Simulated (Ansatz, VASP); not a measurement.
# Two plane-wave programs on HfH

The input INCAR:

```
SYSTEM = HfH
PREC = Accurate ; ENCUT = 600
EDIFF = 1E-6 ; ISMEAR = 0
SIGMA = 0.1 ; LREAL = .FALSE.
LASPH = .TRUE. ; NELM = 60
ALGO = Normal ; ISIF = 3
LWAVE = .FALSE. ; LCHARG = .FALSE.
GGA = PE ; IBRION = 2
NSW = 90 ; EDIFFG = -0.04
```

File KPOINTS:

```
Automatic mesh
0
G
  6 6 4
  0 0 0
```

Contents of POSCAR:

```
HfH
1.0
    4.0027548200      0.0000000000      0.0000000000
   -2.0013774100      3.4664873600      0.0000000000
    0.0000000000      0.0000000000      4.4088065300
Hf H
2 2
Direct
    0.3333333300      0.6666666700      0.0000000000
    0.6666666700      0.3333333300      0.0000000000
    0.3333333300      0.6666666700      0.5000000000
    0.6666666700      0.3333333300      0.5000000000
```

Input for Ansatz:

```yaml
crystal:
  lattice:
    - [4.00275482, 0.0, 0.0]
    - [-2.00137741, 3.46648736, 0.0]
    - [0.0, 0.0, 4.40880653]
  atoms:
    - { symbol: Hf, position: [0.33333333, 0.66666667, 0.0] }
    - { symbol: Hf, position: [0.66666667, 0.33333333, 0.0] }
    - { symbol: H, position: [0.33333333, 0.66666667, 0.5] }
    - { symbol: H, position: [0.66666667, 0.33333333, 0.5] }
basis:
  ecutwfc: 420
kpoints:
  mp_grid: { grid: [6, 6, 4] }
hamiltonian:
  xc: pbe
scf:
  occupations: { method: gaussian, width: 0.1 }
  lower_state_search: "off"
output:
  forces: true
  stress: true
  eigenvalues: true
relax:
  adjacent_minimum: "off"
  f_tol: 0.04
  max_steps: 70
  cell: { stress_tol: 0.4 }
```

Alike in both runs: task relaxation of cell and atoms; functional PBE; k mesh 6 × 6 × 4; occupations gaussian, width 0.1 eV; no spin polarisation.

```csv
,VASP,Ansatz
version,VASP 6.6.1,Ansatz 0.2.0
potentials or method,"VASP PAW PBE potentials, release 64 (Hf_pv, H), cutoff 600 eV","scalar-relativistic, plane waves, PAW"
valence electrons in the cell,22,54
```

Ansatz gave:

| Quantity | Value |
| --- | --- |
| gap on the k mesh at the Fermi level, each at its own relaxed structure (eV) | none |
| relaxed volume (Å³/atom) | 21.54 |
| relaxed cell length with the largest relative difference (Å) | 5.120 |

Problem. Estimate VASP's values.

Solution. gap on the k mesh at the Fermi level, each at its own relaxed structure (eV): none; relaxed volume (Å³/atom): 21.10; relaxed cell length with the largest relative difference (Å): 5.067.

A gap of «none» marks a metal or a gap that the smearing closes. VASP's potentials hold 22 valence electrons a cell and Ansatz's 54, so a difference there can come from the potentials and not from the codes.

Spin-orbit coupling is off throughout. Noted on VASP's run: the volume moved by over 15 % at a fixed basis, so the end points are rough.
